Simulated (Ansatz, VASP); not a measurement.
**One calculation of Mg3ZnC, two programs**

Contents of INCAR:

```
SYSTEM = Mg3ZnC
ALGO     = Normal         ! electronic algorithm
EDIFF    = 1E-7           ! SCF threshold, eV
ENCUT    = 520            ! plane-wave cutoff, eV
GGA      = PE             ! functional
ISIF     = 2              ! what is computed and relaxed
ISMEAR   = 1              ! smearing method
LASPH    = .TRUE.         ! aspherical terms in the spheres
LCHARG   = .FALSE.        ! write CHGCAR
LREAL    = .FALSE.        ! projectors in reciprocal space
LWAVE    = .FALSE.        ! write WAVECAR
NBANDS   = 19             ! bands
NELM     = 100            ! most SCF steps
PREC     = Accurate       ! precision mode
SIGMA    = 0.1            ! smearing width, eV
```

KPOINTS

```
k-points
0
G
  8 8 8
  0 0 0
```

Contents of POSCAR:

```
Mg3ZnC
1.0
    4.4069300000      0.0000000000      0.0000000000
    0.0000000000      4.4069300000      0.0000000000
    0.0000000000      0.0000000000      4.5171032500
Mg Zn C
3 1 1
Direct
    0.0000000000      0.5000000000      0.5000000000
    0.5000000000      0.5000000000      0.0000000000
    0.5000000000      0.0000000000      0.5000000000
    0.0000000000      0.0000000000      0.0000000000
    0.5000000000      0.5000000000      0.5000000000
```

Input for Ansatz:

```yaml
crystal:
  lattice:
    - [4.40693, 0.0, 0.0]
    - [0.0, 4.40693, 0.0]
    - [0.0, 0.0, 4.51710325]
  atoms:
    - { symbol: Mg, position: [0.0, 0.5, 0.5] }
    - { symbol: Mg, position: [0.5, 0.5, 0.0] }
    - { symbol: Mg, position: [0.5, 0.0, 0.5] }
    - { symbol: Zn, position: [0.0, 0.0, 0.0] }
    - { symbol: C, position: [0.5, 0.5, 0.5] }
basis:
  ecutwfc: 476.19925930478996
kpoints:
  mp_grid:
    grid: [8, 8, 8]
hamiltonian:
  xc: pbe
  pseudopotentials:
    kind: paw
scf:
  convergence:
    dr2_threshold: 1.0e-10
  occupations:
    method: methfessel_paxton
output:
  stress: true
```

Alike in both runs: task single point; functional PBE; k mesh 8 × 8 × 8; no spin polarisation.

|  | VASP | Ansatz |
| --- | --- | --- |
| version | VASP 6.6.1 | Ansatz 0.2.0 |
| potentials or method | VASP PAW PBE potentials, release 64 (Mg, Zn, C), cutoff 520 eV | plane waves, PAW |
| occupations | methfessel-paxton of order 1, width 0.1 eV | methfessel-paxton of order 1 |
| valence electrons in the cell | 22 | 46 |

```tsv
	VASP	Ansatz	Ansatz less VASP
pressure (GPa)	-1.7	-1.6	+0.14
traceless stress, the component that is largest in VASP (GPa)	-1.13	-1.12	+0.007
```

VASP's potentials hold 22 valence electrons a cell and Ansatz's 46, so a difference there can come from the potentials and not from the codes.
